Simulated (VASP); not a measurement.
# KCl (F-43m) in VASP: a series of runs

Runs on KCl. Level: PBE. Tasks: single point.

Everything below comes from runs of VASP 6.6.1. Logs are shortened: lines on timing, memory, paths and dates and some standing lists are left out, and cuts for length are marked.

### Step 1. The cell of the first run

Symmetry: F-43m, No. 216, cubic system. Conventional cell: a = 6.923 Å, b = 6.923 Å, c = 6.923 Å, α = 90.00°, β = 90.00°, γ = 90.00°. K (site symmetry -43m) has 4 Cl at 3.00 Å within 3.9 Å. Cl (site symmetry -43m) has 4 K at 3.00 Å within 3.9 Å.

### Step 2. Single point, PBE (volume changed by -6%)

INCAR

```
SYSTEM = KCl
ALGO = Normal
EDIFF = 1E-6
ENCUT = 520
GGA = PE
ISIF = 2
ISMEAR = 0
LASPH = .True.
LCHARG = .False.
LREAL = .False.
LWAVE = .False.
NBANDS = 15
NELM = 100
PREC = Accurate
SIGMA = 0.01
```

KPOINTS

```
k-points
0
Gamma
  6 6 6
  0 0 0
```

POSCAR

```
KCl
1.0
    0.0000000000      3.4615836944      3.4615836944
    3.4615836944      0.0000000000      3.4615836944
    3.4615836944      3.4615836944      0.0000000000
K Cl
1 1
Direct
    0.0000000000      0.0000000000      0.0000000000
    0.2500000000      0.2500000000      0.2500000000
```

Potentials or basis: VASP PAW PBE potentials, release 64 (K_sv, Cl).

Run with:

```
$ cat potpaw_PBE.64/K_sv/POTCAR potpaw_PBE.64/Cl/POTCAR > POTCAR
$ mpirun -np 1 vasp_std > vasp.out
```

OUTCAR:

```text
SYSTEM = KCl
   EDIFF = 1E-6
   ENCUT = 520
   GGA = PE
   ISIF = 2
   ISMEAR = 0
   LASPH = .True.
   LREAL = .False.
   NELM = 100
   PREC = Accurate

 ion  position               nearest neighbor table
   1  0.000  0.000  0.000-   2 3.00   2 3.00   2 3.00   2 3.00
   2  0.250  0.250  0.250-   1 3.00   1 3.00   1 3.00   1 3.00

  LATTYP: Found a face centered cubic cell.
 ALAT       =     6.9231673888

  Lattice vectors:

 A1 = (   0.0000000000,   3.4615836944,   3.4615836944)
 A2 = (   3.4615836944,   0.0000000000,   3.4615836944)
 A3 = (   3.4615836944,   3.4615836944,   0.0000000000)

Analysis of symmetry for initial positions (statically):
=====================================================================
 Subroutine PRICEL returns:
 Original cell was already a primitive cell.

 Routine SETGRP: Setting up the symmetry group for a
 face centered cubic supercell.

 Subroutine GETGRP returns: Found 24 space group operations
 (whereof 24 operations were pure point group operations)
 out of a pool of 48 trial point group operations.

The static configuration has the point symmetry T_d .

Analysis of symmetry for dynamics (positions and initial velocities):
=====================================================================
 Subroutine PRICEL returns:
 Original cell was already a primitive cell.

 Routine SETGRP: Setting up the symmetry group for a
 face centered cubic supercell.

 Subroutine GETGRP returns: Found 24 space group operations
 (whereof 24 operations were pure point group operations)
 out of a pool of 48 trial point group operations.

The dynamic configuration has the point symmetry T_d .

 Subroutine INISYM returns: Found 24 space group operations
 (whereof 24 operations are pure point group operations),
 and found     1 'primitive' translations

----------------------------------------------------------------------------------------

                                     Primitive cell

  volume of cell :      82.9573

  direct lattice vectors                    reciprocal lattice vectors
     0.000000000  3.461583694  3.461583694    -0.144442557  0.144442557  0.144442557
     3.461583694  0.000000000  3.461583694     0.144442557 -0.144442557  0.144442557
     3.461583694  3.461583694  0.000000000     0.144442557  0.144442557 -0.144442557

  length of vectors
     4.895418608  4.895418608  4.895418608     0.250181847  0.250181847  0.250181847

  position of ions in fractional coordinates (direct lattice)
     0.000000000  0.000000000  0.000000000
     0.250000000  0.250000000  0.250000000

  ion indices of the primitive-cell ions
   primitive index   ion index
                 1           1
                 2           2

----------------------------------------------------------------------------------------

 KPOINTS: k-points

Automatic generation of k-mesh.
 Grid dimensions read from file:
 generate k-points for:    6    6    6

 Generating k-lattice:

  Cartesian coordinates                     Fractional coordinates (reciprocal lattice)
    -0.024073759  0.024073759  0.024073759     0.166666667  0.000000000  0.000000000
     0.024073759 -0.024073759  0.024073759     0.000000000  0.166666667  0.000000000
     0.024073759  0.024073759 -0.024073759     0.000000000  0.000000000  0.166666667

  Length of vectors
     0.041696975  0.041696975  0.041696975

  Shift w.r.t. Gamma in fractional coordinates (k-lattice)
     0.000000000  0.000000000  0.000000000

 Subroutine IBZKPT returns following result:
 ===========================================

 Found     16 irreducible k-points:

 Following reciprocal coordinates:
            Coordinates               Weight
  0.000000  0.000000  0.000000      1.000000
  0.166667  0.000000  0.000000      8.000000
  0.333333  0.000000  0.000000      8.000000
  0.500000  0.000000  0.000000      4.000000
  0.166667  0.166667  0.000000      6.000000
  0.333333  0.166667  0.000000     24.000000
[... 8 lines left out ...]
 -0.333333  0.333333  0.166667     24.000000
 -0.333333  0.500000  0.166667     12.000000
   k-points           NKPTS =     16   k-points in BZ     NKDIM =     16   number of bands    NBANDS=     15
   number of dos      NEDOS =    301   number of ions     NIONS =      2
   total plane-waves  NPLWV =  46656
   dimension x,y,z NGX =    36 NGY =   36 NGZ =   36
   dimension x,y,z NGXF=    72 NGYF=   72 NGZF=   72
   ions per type =               1   1
   NGX,Y,Z   is equivalent  to a cutoff of  12.23, 12.23, 12.23 a.u.
   NGXF,Y,Z  is equivalent  to a cutoff of  24.45, 24.45, 24.45 a.u.
 SYSTEM =  KCl
   PREC   = accura    normal or accurate (medium, high low for compatibility)
   ISTART =      0    job   : 0-new  1-cont  2-samecut
   ICHARG =      2    charge: 1-file 2-atom 10-const
   ISPIN  =      1    spin polarized calculation?
   LNONCOLLINEAR =      F non collinear calculations
   LSORBIT =      F    spin-orbit coupling
   LASPH  =      T    aspherical Exc in radial PAW
   ENCUT  =  520.0 eV  38.22 Ry    6.18 a.u.   9.10  9.10  9.10*2*pi/ulx,y,z
   NELM   =    100;   NELMIN=  2; NELMDL= -5     # of ELM steps
   EDIFF  = 0.1E-05   stopping-criterion for ELM
   LREAL  =      F    real-space projection
   EDIFFG = 0.1E-04   stopping-criterion for IOM
   NSW    =      0    number of steps for IOM
   IBRION =     -1    ionic relax: 0-MD 1-quasi-New 2-CG
   NFREE  =      0    steps in history (QN), initial steepest desc. (CG)
   ISIF   =      2    stress and relaxation
   ISYM   =      2    0-nonsym 1-usesym 2-fastsym
   POTIM  = 0.5000    time-step for ionic-motion
   TEBEG  =    0.0;   TEEND  =   0.0 temperature during run
   PSTRESS=    0.0 pullay stress
   NELECT =      16.0000    total number of electrons
   NUPDOWN=      -1.0000    fix difference up-down
   EMIN   =  10.00;   EMAX   =-10.00  energy-range for DOS
   EFERMI =   0.00;   METHOD = LEGACY
   ISMEAR =     0;   SIGMA  =   0.01  broadening in eV -4-tet -1-fermi 0-gaus
   EFERMI_NEDOS =   21; number of points for ismear=-14 and -15
   IALGO  =     38    algorithm
   IMIX   =      4    mixing-type and parameters
     AMIX     =   0.40;   BMIX     =  1.00
     AMIX_MAG =   1.60;   BMIX_MAG =  1.00
  volume/ion in A,a.u.               =      41.48       279.91
  Fermi-wavevector in a.u.,A,eV,Ry     =   0.945867  1.787429 12.172643  0.894664
  Thomas-Fermi vector in A             =   2.073810
   LORBIT       =      0    0 simple, 1 ext, 2 COOP (PROOUT), +10 PAW based schemes
   GGA     = PE    functional components
   LHFCALC =     F    Hartree Fock is set to
   AEXX    =    0.0000 exact exchange contribution
   IVDW    =     0    specifies the selected vdW correction
   LEPSILON=     F    determine dielectric tensor
   LRPA    =     F    only Hartree local field effects (RPA)
 non-spin polarized calculation
 Gauss-broadening in eV      SIGMA  =   0.01
  energy-cutoff  :      520.00
  volume of cell :       82.96
 maximum number of plane-waves:      2252
   NGX = 19   NGY = 19   NGZ = 19

 number of electron      16.0000001 magnetization

 Free energy of the ion-electron system (eV)
  ---------------------------------------------------
  ext. energy  EPLUGINS =         0.00000000
  ---------------------------------------------------
  free energy    TOTEN  =        -6.60642287 eV

  energy without entropy =       -6.60642287  energy(sigma->0) =       -6.60642287

 E-fermi :  -2.9940     XC(G=0):  -6.2502

 val. band max:       -3.1097533249   @ k =   0.5000   0.5000   0.0000
 cond. band min:       1.7429208297   @ k =   0.0000   0.0000   0.0000
 fundamental gap:      4.8526741546
 Fermi energy:        -2.9939941156

 k-point     1 :       0.0000    0.0000    0.0000
  band No.  band energies     occupation
      1     -30.2459      2.00000
      2     -14.8780      2.00000
      3     -13.7477      2.00000
      4     -13.7477      2.00000
      5     -13.7477      2.00000
      6      -3.1626      2.00000
      7      -3.1626      2.00000
      8      -3.1626      2.00000
      9       1.7429      0.00000
     10       6.3299      0.00000
     11       6.3299      0.00000
     12       7.3911      0.00000
     13       7.3911      0.00000
     14       7.3911      0.00000
     15       8.5273      0.00000

 k-point     2 :       0.1667    0.0000    0.0000
  band No.  band energies     occupation
      1     -30.2450      2.00000
      2     -14.9343      2.00000
      3     -13.7508      2.00000
      4     -13.7508      2.00000
      5     -13.6860      2.00000
      6      -3.2618      2.00000
      7      -3.1532      2.00000
      8      -3.1532      2.00000
      9       2.1883      0.00000
     10       6.0583      0.00000
     11       6.0583      0.00000
     12       7.0603      0.00000
     13       7.6650      0.00000
     14       7.8104      0.00000
     15       7.8104      0.00000

 k-point     3 :       0.3333    0.0000    0.0000
  band No.  band energies     occupation
      1     -30.2432      2.00000
      2     -15.0318      2.00000
      3     -13.7570      2.00000
      4     -13.7570      2.00000
      5     -13.5786      2.00000
      6      -3.4154      2.00000
      7      -3.1353      2.00000
      8      -3.1353      2.00000
      9       3.2049      0.00000
     10       5.6956      0.00000
     11       5.8997      0.00000
     12       5.8997      0.00000
     13       7.5601      0.00000
     14       7.6544      0.00000
     15       7.6544      0.00000

 k-point     4 :       0.5000    0.0000    0.0000
  band No.  band energies     occupation
      1     -30.2422      2.00000
      2     -15.0750      2.00000
      3     -13.7600      2.00000
      4     -13.7600      2.00000
      5     -13.5309      2.00000
      6      -3.4746      2.00000
      7      -3.1269      2.00000
      8      -3.1269      2.00000
      9       4.2684      0.00000
     10       4.4471      0.00000
     11       5.9238      0.00000
     12       5.9238      0.00000
     13       7.4106      0.00000
     14       7.4106      0.00000
     15       8.1369      0.00000
[... 163 lines left out ...]
 k-point    14 :       0.5000    0.3333    0.1667
  band No.  band energies     occupation
      1     -30.2419      2.00000
      2     -15.0856      2.00000
      3     -13.7819      2.00000
      4     -13.7672      2.00000
      5     -13.4911      2.00000
      6      -3.4212      2.00000
      7      -3.2014      2.00000
      8      -3.1220      2.00000
      9       3.7058      0.00000
     10       4.7651      0.00000
     11       6.0859      0.00000
     12       6.4447      0.00000
     13       7.6668      0.00000
     14       7.8140      0.00000
     15       8.2386      0.00000

 k-point    15 :      -0.3333    0.3333    0.1667
  band No.  band energies     occupation
      1     -30.2413      2.00000
      2     -15.1108      2.00000
      3     -13.7900      2.00000
      4     -13.7714      2.00000
      5     -13.4547      2.00000
      6      -3.3804      2.00000
      7      -3.2720      2.00000
      8      -3.1165      2.00000
      9       3.9203      0.00000
     10       4.6900      0.00000
     11       6.1275      0.00000
     12       6.4342      0.00000
     13       7.5579      0.00000
     14       7.9036      0.00000
     15       8.2423      0.00000

 k-point    16 :      -0.3333    0.5000    0.1667
  band No.  band energies     occupation
      1     -30.2410      2.00000
      2     -15.1234      2.00000
      3     -13.7878      2.00000
      4     -13.7783      2.00000
      5     -13.4375      2.00000
      6      -3.4447      2.00000
      7      -3.2181      2.00000
      8      -3.1133      2.00000
      9       3.7612      0.00000
     10       4.6351      0.00000
     11       6.9384      0.00000
     12       6.9847      0.00000
     13       7.0865      0.00000
     14       7.5460      0.00000
     15       8.1114      0.00000

------------------------ aborting loop because EDIFF is reached ----------------------------------------

  FORCE on cell =-STRESS in cart. coord.  units (eV):
  Direction    XX          YY          ZZ          XY          YZ          ZX
  --------------------------------------------------------------------------------------
  -------------------------------------------------------------------------------------
  Total        0.4289935      0.4289935      0.4289935      0.0000000      0.0000000     -0.0000000
  in kB        8.2852721      8.2852721      8.2852721      0.0000000      0.0000000     -0.0000000
  external PRESSURE =       8.2852721 kB  Pullay stress =       0.0000000 kB

 VOLUME and BASIS-vectors are now :
 -----------------------------------------------------------------------------
  energy-cutoff  :      520.00
  volume of cell :       82.96
      direct lattice vectors                 reciprocal lattice vectors
     0.000000000  3.461583694  3.461583694    -0.144442557  0.144442557  0.144442557
     3.461583694  0.000000000  3.461583694     0.144442557 -0.144442557  0.144442557
     3.461583694  3.461583694  0.000000000     0.144442557  0.144442557 -0.144442557

 POSITION                                       TOTAL-FORCE (eV/Angst)
 -----------------------------------------------------------------------------------
      0.00000      0.00000      0.00000         0.000000      0.000000      0.000000
      1.73079      1.73079      1.73079        -0.000000     -0.000000     -0.000000
 -----------------------------------------------------------------------------------
    total drift:                               -0.000000     -0.000000     -0.000000

  FREE ENERGIE OF THE ION-ELECTRON SYSTEM (eV)
  ---------------------------------------------------
  free  energy   TOTEN  =        -6.6064228740 eV

  energy  without entropy=       -6.6064228740  energy(sigma->0) =       -6.60642287
```

Run time: 14 s. Hardware: 1 thread of Intel Xeon Platinum 8559C (Emerald Rapids), shared host; peak memory 0.21 GiB.

Results:

- Free energy: -6.6064 eV
- Pressure: 0.8 GPa
- Band gap on the k mesh: 4.85 eV, indirect (least direct gap 4.91 eV)

Levels at points of the mesh, in eV from the valence-band top:
| k point | band 5 | band 6 | band 7 | band 8 | band 9 | band 10 | band 11 | band 12 |
| --- | --- | --- | --- | --- | --- | --- | --- | --- |
| (0.00, 0.00, 0.00) | -10.64 | -0.05 | -0.05 | -0.05 | 4.85 | 9.44 | 9.44 | 10.50 |
| (0.50, 0.00, 0.00) | -10.42 | -0.36 | -0.02 | -0.02 | 7.38 | 7.56 | 9.03 | 9.03 |
| (0.50, 0.50, 0.00) | -10.34 | -0.44 | 0.00 | 0.00 | 6.73 | 7.75 | 10.14 | 10.41 |

Caveat: the cell differs from its parent crystal (volume changed by -6%).

### Step 3. Single point, PBE

This run uses another cell than the first one, of 43.14 Å³/atom, 1.040 times its volume.

INCAR

```
  PREC = Accurate
  ENCUT = 520
  EDIFF = 1E-6
  ISMEAR = 0
  SIGMA = 0.01
  LREAL = False
  LASPH = True
  NELM = 100
  ALGO = Normal
  ISIF = 2
  LWAVE = False
  LCHARG = False
  GGA = PE
  NBANDS = 15
```

KPOINTS

```
Automatic mesh
0
Gamma
  6 6 6
```

POSCAR

```
KCl
1.0
    0.0000000000      3.5072828382      3.5072828382
    3.5072828382      0.0000000000      3.5072828382
    3.5072828382      3.5072828382      0.0000000000
K Cl
1 1
Direct
    0.0000000000      0.0000000000      0.0000000000
    0.2500000000      0.2500000000      0.2500000000
```

Potentials or basis: VASP PAW PBE potentials, release 64 (K_sv, Cl).

Run with:

```
$ cat potpaw_PBE.64/K_sv/POTCAR potpaw_PBE.64/Cl/POTCAR > POTCAR
$ mpirun -np 1 vasp_std > vasp.out
```

Run time: 18 s. Hardware: 1 thread of Intel Xeon Platinum 8559C (Emerald Rapids), shared host; peak memory 0.24 GiB.

It converged, with:

```yaml
Free_energy: -6.6186 eV
Pressure: 0.3 GPa
Band_gap_on_the_k_mesh: 4.77 eV, indirect (least direct gap 4.81 eV)
```

Levels at points of the mesh, in eV from the valence-band top:
| k point | band 6 | band 7 | band 8 | band 9 | band 10 | band 11 |
| --- | --- | --- | --- | --- | --- | --- |
| (0.00, 0.00, 0.00) | -0.04 | -0.04 | -0.04 | 4.77 | 9.37 | 9.37 |
| (0.50, 0.00, 0.00) | -0.34 | -0.01 | -0.01 | 7.28 | 7.41 | 8.95 |
| (0.50, 0.50, 0.00) | -0.40 | 0.00 | 0.00 | 6.68 | 7.69 | 9.87 |

A k mesh can miss the band edges.

### Step 4. Single point, PBE

This run uses another cell than the first one, of 44.13 Å³/atom, 1.064 times its volume.

INCAR

```
ALGO = Normal ; EDIFF = 1E-6
ENCUT = 520 ; GGA = PE
ISIF = 2 ; ISMEAR = 0
LASPH = T ; LCHARG = F
LREAL = F ; LWAVE = F
NBANDS = 15 ; NELM = 80
PREC = Accurate ; SIGMA = 0.01
```

KPOINTS

```
k-points
0
Gamma
  6 6 6
```

POSCAR

```
KCl
1.0
    0.0000000000      3.5337206842      3.5337206842
    3.5337206842      0.0000000000      3.5337206842
    3.5337206842      3.5337206842      0.0000000000
K Cl
1 1
Direct
    0.0000000000      0.0000000000      0.0000000000
    0.2500000000      0.2500000000      0.2500000000
```

Run with:

```
$ cat potpaw_PBE.64/K_sv/POTCAR potpaw_PBE.64/Cl/POTCAR > POTCAR
$ mpirun -np 1 vasp_std > vasp.out
```

Wall time 18 s (1 thread of Intel Xeon Platinum 8559C (Emerald Rapids), shared host); peak memory 0.23 GiB.

Results (log left out):

```yaml
Free_energy: -6.6209 eV
Pressure: 0.0 GPa
Band_gap_on_the_k_mesh: 4.73 eV, indirect (least direct gap 4.76 eV)
```

Levels at points of the mesh, in eV from the valence-band top:
| k point | band 5 | band 6 | band 7 | band 8 | band 9 | band 10 | band 11 | band 12 |
| --- | --- | --- | --- | --- | --- | --- | --- | --- |
| (0.00, 0.00, 0.00) | -10.80 | -0.03 | -0.03 | -0.03 | 4.73 | 9.32 | 9.32 | 10.28 |
| (0.50, 0.00, 0.00) | -10.60 | -0.33 | -0.01 | -0.01 | 7.22 | 7.33 | 8.90 | 8.90 |
| (0.50, 0.50, 0.00) | -10.53 | -0.39 | 0.00 | 0.00 | 6.66 | 7.65 | 9.71 | 10.21 |

A k mesh can miss the band edges.

### Step 5. Summary

```tsv
cell	gap on the mesh (eV)	pressure (GPa)
a = 4.895 Å, angles 60.0°, 2 atoms	4.85	0.8
a = 4.960 Å, angles 60.0°, 2 atoms	4.77	0.3
a = 4.997 Å, angles 60.0°, 2 atoms	4.73	0.0
```

Alike in all rows: task single point; level PBE; potentials or basis VASP PAW PBE potentials, release 64 (K_sv, Cl); no spin polarisation; k mesh 6 × 6 × 6; cutoff (eV) 520; smearing gaussian 0.01 eV.

Absolute energies hang on the potentials; compare differences alone.
